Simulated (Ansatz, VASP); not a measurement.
This is a calculation of GaN for Ansatz 0.2.0.

File input.yaml:

```yaml
crystal:
  lattice:
    - [3.18, 0.0, 0.0]
    - [-1.59, 2.753960784, 0.0]
    - [0.0, 0.0, 5.166]
  atoms:
    - { symbol: Ga, position: [0.6666666667, 0.3333333333, 0.5] }
    - { symbol: Ga, position: [0.3333333333, 0.6666666667, 0.0] }
    - { symbol: "N", position: [0.6666666667, 0.3333333333, 0.875] }
    - { symbol: "N", position: [0.3333333333, 0.6666666667, 0.375] }
hamiltonian:
  xc: pbesol
  pseudopotentials: { kind: paw }
  dispersion: d3bj
kpoints:
  mp_grid: { grid: [10, 10, 5] }
scf:
  occupations: { method: fermi_dirac, width: 0.05 }
output:
  forces: true
  stress: true
  eigenvalues: true
relax:
  f_tol: 0.01
  max_steps: 40
  cell: { stress_tol: 0.05 }
```

Potentials or basis: Ansatz PAW.

Command:

```bash
$ ansatz run input.yaml --threads 1 --pin off --max-ram 3584MiB --backend cpu --events-out ev --progress --plain --runs-dir out
```

**Question.** Translate it to VASP 6.6.1. Potentials there: VASP PAW PBE potentials, release 64 (Ga_d, N).

**Answer.** As run (the cutoff follows the program's own potentials):

INCAR

```
SYSTEM = GaN
PREC = Accurate ; ENCUT = 600
EDIFF = 1E-6 ; ISMEAR = -1
SIGMA = 0.05 ; LREAL = .FALSE.
LASPH = .TRUE. ; NELM = 80
ALGO = Normal ; ISIF = 3
LWAVE = .FALSE. ; LCHARG = .FALSE.
GGA = PS ; IVDW = 12
IBRION = 2 ; NSW = 60
EDIFFG = -0.01
```

File KPOINTS:

```
regular mesh
0
G
  10 10 5
  0 0 0
```

The input POSCAR:

```
GaN
1.0
    3.1800000000      0.0000000000      0.0000000000
   -1.5900000000      2.7539607840      0.0000000000
    0.0000000000      0.0000000000      5.1660000000
Ga N
2 2
Direct
    0.6666666667      0.3333333333      0.5000000000
    0.3333333333      0.6666666667      0.0000000000
    0.6666666667      0.3333333333      0.8750000000
    0.3333333333      0.6666666667      0.3750000000
```

Potentials or basis: VASP PAW PBE potentials, release 64 (Ga_d, N).

Launch:

```bash
$ cat potpaw_PBE.64/Ga_d/POTCAR potpaw_PBE.64/N/POTCAR > POTCAR
$ mpirun -np 1 vasp_std > vasp.out
```

Both were run:

|  | VASP | Ansatz | Ansatz less VASP |
| --- | --- | --- | --- |
| gap on the k mesh at the Fermi level, each at its own relaxed structure (eV) | 2.01 | 1.99 | -0.029 |
| relaxed volume (Å³/atom) | 11.16 | 11.18 | +0.021 |
| relaxed length of the cell vector where the two differ most in proportion (Å) | 3.162 | 3.165 | +0.0027 |

VASP's potentials were made for PBE, not for PBEsol.

Noted on Ansatz's run: odd divisions of the mesh miss points on the zone boundary, where band edges often lie, so the gap on the mesh can be too wide; the plane-wave basis is chosen anew once the cell has moved, so the energies of steps on either side of that aren't comparable.
